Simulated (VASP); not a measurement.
Write the native input for VASP 6.6.1 that does the following.

```
Task                   : single point
Functional             : PBE
Dispersion             : D3(BJ)
Potentials or basis    : VASP PAW PBE potentials, release 64 (C)
Cutoff                 : 520 eV
k mesh                 : 30 × 30 × 18
Occupations            : gaussian, width 0.15 eV
Spin                   : no spin polarisation
Dipole correction      : no
Further INCAR settings : ALGO = Normal; EDIFF = 1e-06; NBANDS = 11
```

The structure of C lies in POSCAR:

```
C
1.0
    2.3876640635      0.0000000000      0.0000000000
   -1.1938320318      2.0677777347      0.0000000000
    0.0000000000      0.0000000000      3.8014574854
C
2
Direct
    0.3333333333      0.6666666667      0.0000000000
    0.6666666667      0.3333333333      0.0000000000
```

This cell differs from its parent crystal: ratio of the length along z to the lengths across it x 1.1, volume and fractional coordinates fixed.

These files were run (other wordings do the same):

INCAR

```
  ALGO = Normal
  EDIFF = 1E-6
  ENCUT = 520
  GGA = PE
  ISIF = 2
  ISMEAR = 0
  IVDW = 12
  LASPH = T
  LCHARG = T
  LELF = T
  LREAL = F
  LVHAR = T
  LWAVE = F
  NBANDS = 11
  NELM = 100
  PREC = Accurate
  SIGMA = 0.15
```

KPOINTS

```
k-points
0
Gamma
  30 30 18
```

Potentials or basis: VASP PAW PBE potentials, release 64 (C).

The run is started by

```sh
$ cat potpaw_PBE.64/C/POTCAR > POTCAR
$ mpirun -np 1 vasp_std > vasp.out
```

Results of the run:

```yaml
Pressure: 28.4 GPa
Band_gap_on_the_k_mesh: zero (bands 4 and 5 overlap by 0.58 eV)
Dispersion_energy_per_atom: -0.132 eV
```

Caveat: the cell stands under pressure.

Wall time 54 s on 1 thread of AMD EPYC 9R45 96-Core Processor (Zen 5), with other jobs on the host, peak memory 0.23 GiB.
